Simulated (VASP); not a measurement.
# Na (Fd-3m) in VASP: further runs

Na is run at these levels: PBE; tasks: single point, relaxation of cell and atoms.

All numbers are computed with VASP 6.6.1; they aren't measurements. Logs are shortened: lines on timing, memory, paths and dates and some standing lists are left out, and cuts for length are marked.

## Step 1: The cell of the first run

The structure is cubic, space group Fd-3m (No. 227). The conventional cell has a = 7.580 Å, b = 7.580 Å, c = 7.580 Å, α = 90.00°, β = 90.00°, γ = 90.00°. Na (site symmetry -43m) has 4 Na at 3.28 Å within 4.3 Å.

## Step 2: Single point, PBE

File INCAR:

```
SYSTEM = Na
PREC = Accurate ; ENCUT = 520
EDIFF = 1E-7 ; ISMEAR = -1
SIGMA = 0.03 ; LREAL = .FALSE.
LASPH = .TRUE. ; NELM = 60
ALGO = Normal ; ISIF = 2
LWAVE = .FALSE. ; LCHARG = .TRUE.
GGA = PE ; LELF = .TRUE.
LVHAR = .TRUE. ; NBANDS = 14
```

File KPOINTS:

```
regular mesh
0
G
  10 10 10
  0 0 0
```

File POSCAR:

```
Na
1.0
    0.0000000000      3.7898189235      3.7898189235
    3.7898189235      0.0000000000      3.7898189235
    3.7898189235      3.7898189235      0.0000000000
Na
2
Direct
    0.0000000000      0.0000000000      0.0000000000
    0.2500000000      0.2500000000      0.2500000000
```

Potentials or basis: VASP PAW PBE potentials, release 64 (Na_pv).

Run with:

```
> cat potpaw_PBE.64/Na_pv/POTCAR > POTCAR
> mpirun -np 1 vasp_std > vasp.out
```

OUTCAR:

```text
SYSTEM = Na
   PREC = Accurate
   ENCUT = 520
   EDIFF = 1E-7
   ISMEAR = -1
   LREAL = .FALSE.
   LASPH = .TRUE.
   NELM = 60
   ISIF = 2
   GGA = PE

 ion  position               nearest neighbor table
   1  0.000  0.000  0.000-
   2  0.250  0.250  0.250-

  LATTYP: Found a face centered cubic cell.
 ALAT       =     7.5796378470

  Lattice vectors:

 A1 = (   0.0000000000,   3.7898189235,   3.7898189235)
 A2 = (   3.7898189235,   0.0000000000,   3.7898189235)
 A3 = (   3.7898189235,   3.7898189235,   0.0000000000)

Analysis of symmetry for initial positions (statically):
=====================================================================
 Subroutine PRICEL returns:
 Original cell was already a primitive cell.

 Routine SETGRP: Setting up the symmetry group for a
 face centered cubic supercell.

 Subroutine GETGRP returns: Found 48 space group operations
 (whereof 24 operations were pure point group operations)
 out of a pool of 48 trial point group operations.

The static configuration has the point symmetry T_d .
 The point group associated with its full space group is O_h .

Analysis of symmetry for dynamics (positions and initial velocities):
=====================================================================
 Subroutine PRICEL returns:
 Original cell was already a primitive cell.

 Routine SETGRP: Setting up the symmetry group for a
 face centered cubic supercell.

 Subroutine GETGRP returns: Found 48 space group operations
 (whereof 24 operations were pure point group operations)
 out of a pool of 48 trial point group operations.

The dynamic configuration has the point symmetry T_d .
 The point group associated with its full space group is O_h .

 Subroutine INISYM returns: Found 48 space group operations
 (whereof 24 operations are pure point group operations),
 and found     1 'primitive' translations

----------------------------------------------------------------------------------------

                                     Primitive cell

  volume of cell :     108.8643

  direct lattice vectors                    reciprocal lattice vectors
     0.000000000  3.789818923  3.789818923    -0.131932425  0.131932425  0.131932425
     3.789818923  0.000000000  3.789818923     0.131932425 -0.131932425  0.131932425
     3.789818923  3.789818923  0.000000000     0.131932425  0.131932425 -0.131932425

  length of vectors
     5.359613321  5.359613321  5.359613321     0.228513663  0.228513663  0.228513663

  position of ions in fractional coordinates (direct lattice)
     0.000000000  0.000000000  0.000000000
     0.250000000  0.250000000  0.250000000

  ion indices of the primitive-cell ions
   primitive index   ion index
                 1           1
                 2           2

----------------------------------------------------------------------------------------

 KPOINTS: regular mesh

Automatic generation of k-mesh.
 Grid dimensions read from file:
 generate k-points for:   10   10   10

 Generating k-lattice:

  Cartesian coordinates                     Fractional coordinates (reciprocal lattice)
    -0.013193242  0.013193242  0.013193242     0.100000000  0.000000000  0.000000000
     0.013193242 -0.013193242  0.013193242     0.000000000  0.100000000  0.000000000
     0.013193242  0.013193242 -0.013193242     0.000000000  0.000000000  0.100000000

  Length of vectors
     0.022851366  0.022851366  0.022851366

  Shift w.r.t. Gamma in fractional coordinates (k-lattice)
     0.000000000  0.000000000  0.000000000

 Subroutine IBZKPT returns following result:
 ===========================================

 Found     47 irreducible k-points:

 Following reciprocal coordinates:
            Coordinates               Weight
  0.000000  0.000000  0.000000      1.000000
  0.100000  0.000000  0.000000      8.000000
  0.200000  0.000000  0.000000      8.000000
  0.300000  0.000000  0.000000      8.000000
  0.400000  0.000000  0.000000      8.000000
  0.500000  0.000000  0.000000      4.000000
[... 16 lines left out ...]
  0.300000  0.300000  0.000000      6.000000
  0.400000  0.300000  0.000000     24.000000
 [... further k-points ...]
   k-points           NKPTS =     47   k-points in BZ     NKDIM =     47   number of bands    NBANDS=     14
   number of dos      NEDOS =    301   number of ions     NIONS =      2
   total plane-waves  NPLWV =  64000
   dimension x,y,z NGX =    40 NGY =   40 NGZ =   40
   dimension x,y,z NGXF=    80 NGYF=   80 NGZF=   80
   ions per type =               2
   NGX,Y,Z   is equivalent  to a cutoff of  12.41, 12.41, 12.41 a.u.
   NGXF,Y,Z  is equivalent  to a cutoff of  24.81, 24.81, 24.81 a.u.
 SYSTEM =  Na
   PREC   = accura    normal or accurate (medium, high low for compatibility)
   ISTART =      0    job   : 0-new  1-cont  2-samecut
   ICHARG =      2    charge: 1-file 2-atom 10-const
   ISPIN  =      1    spin polarized calculation?
   LNONCOLLINEAR =      F non collinear calculations
   LSORBIT =      F    spin-orbit coupling
   LASPH  =      T    aspherical Exc in radial PAW
   ENCUT  =  520.0 eV  38.22 Ry    6.18 a.u.   9.97  9.97  9.97*2*pi/ulx,y,z
   NELM   =     60;   NELMIN=  2; NELMDL= -5     # of ELM steps
   EDIFF  = 0.1E-06   stopping-criterion for ELM
   LREAL  =      F    real-space projection
   EDIFFG = 0.1E-05   stopping-criterion for IOM
   NSW    =      0    number of steps for IOM
   IBRION =     -1    ionic relax: 0-MD 1-quasi-New 2-CG
   NFREE  =      0    steps in history (QN), initial steepest desc. (CG)
   ISIF   =      2    stress and relaxation
   ISYM   =      2    0-nonsym 1-usesym 2-fastsym
   POTIM  = 0.5000    time-step for ionic-motion
   TEBEG  =    0.0;   TEEND  =   0.0 temperature during run
   PSTRESS=    0.0 pullay stress
   NELECT =      14.0000    total number of electrons
   NUPDOWN=      -1.0000    fix difference up-down
   EMIN   =  10.00;   EMAX   =-10.00  energy-range for DOS
   EFERMI =   0.00;   METHOD = LEGACY
   ISMEAR =    -1;   SIGMA  =   0.03  broadening in eV -4-tet -1-fermi 0-gaus
   EFERMI_NEDOS =   21; number of points for ismear=-14 and -15
   IALGO  =     38    algorithm
   IMIX   =      4    mixing-type and parameters
     AMIX     =   0.40;   BMIX     =  1.00
     AMIX_MAG =   1.60;   BMIX_MAG =  1.00
  volume/ion in A,a.u.               =      54.43       367.33
  Fermi-wavevector in a.u.,A,eV,Ry     =   0.826334  1.561545  9.290441  0.682828
  Thomas-Fermi vector in A             =   1.938348
   LORBIT       =      0    0 simple, 1 ext, 2 COOP (PROOUT), +10 PAW based schemes
   GGA     = PE    functional components
   LHFCALC =     F    Hartree Fock is set to
   AEXX    =    0.0000 exact exchange contribution
   IVDW    =     0    specifies the selected vdW correction
   LEPSILON=     F    determine dielectric tensor
   LRPA    =     F    only Hartree local field effects (RPA)
 non-spin polarized calculation
  energy-cutoff  :      520.00
  volume of cell :      108.86
 maximum number of plane-waves:      2954
   NGX = 19   NGY = 19   NGZ = 19

 number of electron      13.9999986 magnetization

 Free energy of the ion-electron system (eV)
  ---------------------------------------------------
  ext. energy  EPLUGINS =         0.00000000
  ---------------------------------------------------
  free energy    TOTEN  =        -1.94996062 eV

  energy without entropy =       -1.94732659  energy(sigma->0) =       -1.94864361

 E-fermi :  -0.6054     XC(G=0):  -5.4942

 val. band max:       -0.6713586017   @ k =  -0.3000   0.4000   0.1000
 cond. band min:      -0.5998175561   @ k =  -0.3000   0.4000   0.2000
 fundamental gap:      0.0715410456
 Fermi energy:        -0.6053637756

 k-point     1 :       0.0000    0.0000    0.0000
  band No.  band energies     occupation
      1     -26.0234      2.00000
      2     -26.0234      2.00000
      3     -26.0234      2.00000
      4     -25.9896      2.00000
      5     -25.9896      2.00000
      6     -25.9896      2.00000
      7      -3.1536      2.00000
      8       3.9742      0.00000
      9       3.9743      0.00000
     10       3.9743      0.00000
     11       4.2989      0.00000
     12       4.2990      0.00000
     13       4.2990      0.00000
     14       5.9761      0.00000

 k-point     2 :       0.1000    0.0000    0.0000
  band No.  band energies     occupation
      1     -26.0238      2.00000
      2     -26.0238      2.00000
      3     -26.0233      2.00000
      4     -25.9898      2.00000
      5     -25.9892      2.00000
      6     -25.9892      2.00000
      7      -3.0743      2.00000
      8       2.9978      0.00000
      9       3.7039      0.00000
     10       3.7039      0.00000
     11       4.5957      0.00000
     12       4.6667      0.00000
     13       4.6667      0.00000
     14       5.9503      0.00000

 k-point     3 :       0.2000    0.0000    0.0000
  band No.  band energies     occupation
      1     -26.0247      2.00000
      2     -26.0247      2.00000
      3     -26.0230      2.00000
      4     -25.9903      2.00000
      5     -25.9883      2.00000
      6     -25.9883      2.00000
      7      -2.8371      2.00000
      8       1.8031      0.00000
      9       3.4396      0.00000
     10       3.4397      0.00000
     11       4.5004      0.00000
     12       4.8934      0.00000
     13       4.8934      0.00000
     14       5.7303      0.00000

 k-point     4 :       0.3000    0.0000    0.0000
  band No.  band energies     occupation
      1     -26.0258      2.00000
      2     -26.0258      2.00000
      3     -26.0227      2.00000
      4     -25.9909      2.00000
      5     -25.9873      2.00000
      6     -25.9873      2.00000
      7      -2.4459      2.00000
      8       0.6960      0.00000
      9       3.2914      0.00000
     10       3.2914      0.00000
     11       4.4017      0.00000
     12       4.4950      0.00000
     13       4.4951      0.00000
     14       5.6339      0.00000

 k-point     5 :       0.4000    0.0000    0.0000
  band No.  band energies     occupation
      1     -26.0266      2.00000
      2     -26.0266      2.00000
      3     -26.0224      2.00000
      4     -25.9914      2.00000
      5     -25.9865      2.00000
      6     -25.9865      2.00000
      7      -1.9133      2.00000
      8      -0.2729      0.00003
      9       3.2439      0.00000
     10       3.2439      0.00000
     11       4.1417      0.00000
[... 276 lines left out ...]
 k-point    22 :      -0.2000    0.2000    0.0000
  band No.  band energies     occupation
      1     -26.0282      2.00000
      2     -26.0258      2.00000
      3     -26.0200      2.00000
      4     -25.9934      2.00000
      5     -25.9872      2.00000
      6     -25.9851      2.00000
      7      -2.3148      2.00000
      8       1.2674      0.00000
      9       1.3516      0.00000
     10       3.3905      0.00000
     11       4.2056      0.00000
     12       5.0791      0.00000
     13       5.1446      0.00000
     14       5.5593      0.00000

 k-point    23 :       0.3000    0.3000    0.0000
  band No.  band energies     occupation
      1     -26.0282      2.00000
      2     -26.0282      2.00000
      3     -26.0167      2.00000
      4     -25.9968      2.00000
      5     -25.9849      2.00000
      6     -25.9849      2.00000
      7      -2.2074      2.00000
      8       1.7326      0.00000
      9       2.1651      0.00000
     10       2.1651      0.00000
     11       2.8040      0.00000
     12       2.9550      0.00000
     13       7.2484      0.00000
     14       7.2488      0.00000

 k-point    24 :       0.4000    0.3000    0.0000
  band No.  band energies     occupation
      1     -26.0293      2.00000
      2     -26.0290      2.00000
      3     -26.0146      2.00000
      4     -25.9990      2.00000
      5     -25.9842      2.00000
      6     -25.9840      2.00000
      7      -1.8189      2.00000
      8       1.0595      0.00000
      9       1.4568      0.00000
     10       2.0465      0.00000
     11       2.7235      0.00000
     12       3.4173      0.00000
     13       6.8910      0.00000
     14       7.3891      0.00000

 [... further k-points ...]

------------------------ aborting loop because EDIFF is reached ----------------------------------------

  FORCE on cell =-STRESS in cart. coord.  units (eV):
  Direction    XX          YY          ZZ          XY          YZ          ZX
  --------------------------------------------------------------------------------------
  -------------------------------------------------------------------------------------
  Total       -0.0008369     -0.0008369     -0.0008369      0.0000000     -0.0000000      0.0000000
  in kB       -0.0123174     -0.0123174     -0.0123174      0.0000000     -0.0000000      0.0000000
  external PRESSURE =      -0.0123174 kB  Pullay stress =       0.0000000 kB

 VOLUME and BASIS-vectors are now :
 -----------------------------------------------------------------------------
  energy-cutoff  :      520.00
  volume of cell :      108.86
      direct lattice vectors                 reciprocal lattice vectors
     0.000000000  3.789818923  3.789818923    -0.131932425  0.131932425  0.131932425
     3.789818923  0.000000000  3.789818923     0.131932425 -0.131932425  0.131932425
     3.789818923  3.789818923  0.000000000     0.131932425  0.131932425 -0.131932425

 POSITION                                       TOTAL-FORCE (eV/Angst)
 -----------------------------------------------------------------------------------
      0.00000      0.00000      0.00000         0.000000      0.000000      0.000000
      1.89491      1.89491      1.89491        -0.000000     -0.000000     -0.000000
 -----------------------------------------------------------------------------------
    total drift:                               -0.000000     -0.000000      0.000000

  FREE ENERGIE OF THE ION-ELECTRON SYSTEM (eV)
  ---------------------------------------------------
  free  energy   TOTEN  =        -1.9499606248 eV

  energy  without entropy=       -1.9473265869  energy(sigma->0) =       -1.94864361
```

Run time: 21 s. Hardware: 1 thread of Intel Xeon 6975P-C (Granite Rapids), shared host; peak memory 0.24 GiB.

Results:

| Property | Result |
| --- | --- |
| Free energy | -1.9500 eV |
| Pressure | 0.0 GPa |
| Band gap on the k mesh | zero (band 7 reaches -0.25 eV, above the bottom of band 8 at -0.91 eV) |

## Step 3: Relaxation of cell and atoms, PBE

This run uses another cell than the first one, of 33.37 Å³/atom, 0.613 times its volume.

File INCAR:

```
SYSTEM = Na
PREC = Accurate
ENCUT = 600
EDIFF = 1E-6
ISMEAR = -1
SIGMA = 0.03
LREAL = .False.
LASPH = .True.
NELM = 60
ALGO = Normal
ISIF = 3
LWAVE = .False.
LCHARG = .False.
GGA = PE
IBRION = 2
NSW = 100
EDIFFG = -0.005
```

File KPOINTS:

```
regular mesh
0
Gamma
  10 10 10
  0 0 0
```

File POSCAR:

```
Na
1.0
    0.0000000000      3.2195088072      3.2195088072
    3.2195088072      0.0000000000      3.2195088072
    3.2195088072      3.2195088072      0.0000000000
Na
2
Direct
    0.0000000000      0.0000000000      0.0000000000
    0.2500000000      0.2500000000      0.2500000000
```

Potentials or basis: VASP PAW PBE potentials, release 64 (Na_pv).

Run with:

```
> cat potpaw_PBE.64/Na_pv/POTCAR > POTCAR
> mpirun -np 1 vasp_std > vasp.out
```

Run time: 74 s. Hardware: 1 thread of Intel Xeon 6975P-C (Granite Rapids), shared host; peak memory 0.2 GiB.

Results (log left out):

* Free energy: -1.9422 eV
* Relaxed volume: 52.76 Å³/atom
* Relaxed cell: a = 5.304 Å, b = 5.304 Å, c = 5.304 Å, α = 60.00°, β = 60.00°, γ = 60.00°
* Space group after relaxing (to 0.05 Å): Fd-3m (No. 227)
* Energy gained by relaxing: 148.4 meV/atom
* Ionic steps: 20
* Pressure after relaxing: 0.0 GPa
* Band gap on the k mesh: zero (band 7 reaches -0.17 eV, above the bottom of band 8 at -0.86 eV)

The path:
```
step  energy change (eV)  largest force (eV/Å)  pressure (GPa)  volume (Å³)
   1              0.0000                0.0000            3.32        66.74
   2             -0.1196                0.0000            2.30        73.65
   3             -0.2878                0.0000            0.34        97.21
   4             -0.2962                0.0000            0.12       103.48
   5             -0.2965                0.0000           -0.04       107.82
   6             -0.2968                0.0000           -0.02       106.61
   7             -0.2968                0.0000            0.02       105.49
   8             -0.2968                0.0000            0.02       105.49
   9             -0.2968                0.0000            0.02       105.49
  10             -0.2968                0.0000            0.02       105.49
  11             -0.2968                0.0000            0.02       105.49
  12             -0.2968                0.0000            0.02       105.49
  13             -0.2968                0.0000            0.02       105.49
  14             -0.2968                0.0000            0.02       105.49
  15             -0.2968                0.0000            0.02       105.49
  16             -0.2968                0.0000            0.02       105.50
  17             -0.2968                0.0000            0.02       105.50
  18             -0.2968                0.0000            0.02       105.50
  19             -0.2968                0.0000            0.03       105.51
  20             -0.2968                0.0000            0.00       105.53
```

Final structure:
```
Na
1.0
     0.00000    3.75072    3.75072
     3.75072    0.00000    3.75072
     3.75072    3.75072    0.00000
Na
2
Direct
  0.00000 0.00000 0.00000
  0.25000 0.25000 0.25000
```

Levels at points of the mesh, in eV from the Fermi level:
| k point | band 4 | band 5 | band 6 | band 7 | band 8 | band 9 | band 10 | band 11 |
| --- | --- | --- | --- | --- | --- | --- | --- | --- |
| (0.00, 0.00, 0.00) | -25.39 | -25.39 | -25.39 | -2.61 | 4.67 | 4.67 | 4.67 | 4.98 |
| (0.50, 0.00, 0.00) | -25.39 | -25.38 | -25.38 | -0.83 | -0.33 | 3.93 | 3.93 | 4.66 |
| (0.50, 0.50, 0.00) | -25.41 | -25.38 | -25.38 | 0.04 | 0.04 | 2.43 | 2.43 | 3.06 |

Caveat: the volume moved by over 15 % at a fixed basis, so the end points are rough.
